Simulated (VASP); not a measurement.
# Rh: single point with PBE+D3(BJ)

The system is Rh, a slab with vacuum.

```
Rh
1.0
     5.36480    0.00000    0.00000
    -2.68240    4.64605    0.00000
     0.00000    0.00000   20.38034
Rh
12
Direct
  0.33333 0.16667 0.39254
  0.33333 0.66667 0.39254
  0.83333 0.16667 0.39254
  0.83333 0.66667 0.39254
  0.66667 0.33333 0.49809
  0.66667 0.83333 0.49809
  0.16667 0.33333 0.49809
  0.16667 0.83333 0.49809
  0.00000 0.50000 0.60364
  0.00000 0.00000 0.60364
  0.50000 0.50000 0.60364
  0.50000 0.00000 0.60364
```

| Item | Value |
| --- | --- |
| Program | VASP 6.6.1 |
| Task | single point |
| Functional | PBE |
| Dispersion | D3(BJ) |
| Potentials or basis | VASP PAW PBE potentials, release 64 (Rh_pv) |
| Cutoff | 520 eV |
| k mesh | 4 × 4 × 1 |
| Occupations | gaussian, width 0.1 eV |
| Spin | no spin polarisation |
| Dipole correction | yes |
| Further INCAR settings | ALGO = Normal; EDIFF = 1e-06; NBANDS = 102 |

The largest force is 0.009 eV/Å. The band gap on the k mesh is zero (bands 90 and 91 overlap by 0.76 eV) and the dispersion energy per atom is -0.434 eV.

Forces in eV/Å, atoms in the order of the input:
```
Rh   0.000  0.000 -0.007
Rh   0.000  0.000 -0.007
Rh   0.000  0.000 -0.007
Rh   0.000  0.000 -0.007
Rh   0.000  0.000 -0.002
Rh   0.000  0.000 -0.002
Rh   0.000  0.000 -0.002
Rh   0.000  0.000 -0.002
Rh   0.000  0.000  0.009
Rh   0.000  0.000  0.009
Rh   0.000  0.000  0.009
Rh   0.000  0.000  0.009
```

Levels at points of the mesh, in eV from the Fermi level:
| k point | band 87 | band 88 | band 89 | band 90 | band 91 | band 92 | band 93 | band 94 |
| --- | --- | --- | --- | --- | --- | --- | --- | --- |
| (0.00, 0.00, 0.00) | 0.27 | 0.27 | 0.41 | 0.41 | 0.62 | 0.62 | 0.62 | 0.94 |
| (0.50, 0.00, 0.00) | -0.85 | -0.85 | -0.42 | -0.42 | -0.36 | -0.36 | -0.05 | -0.05 |

Wall time 4.7 min on 1 thread of Intel(R) Xeon(R) 6975P-C (Granite Rapids) (shared host), peak memory 0.59 GiB.
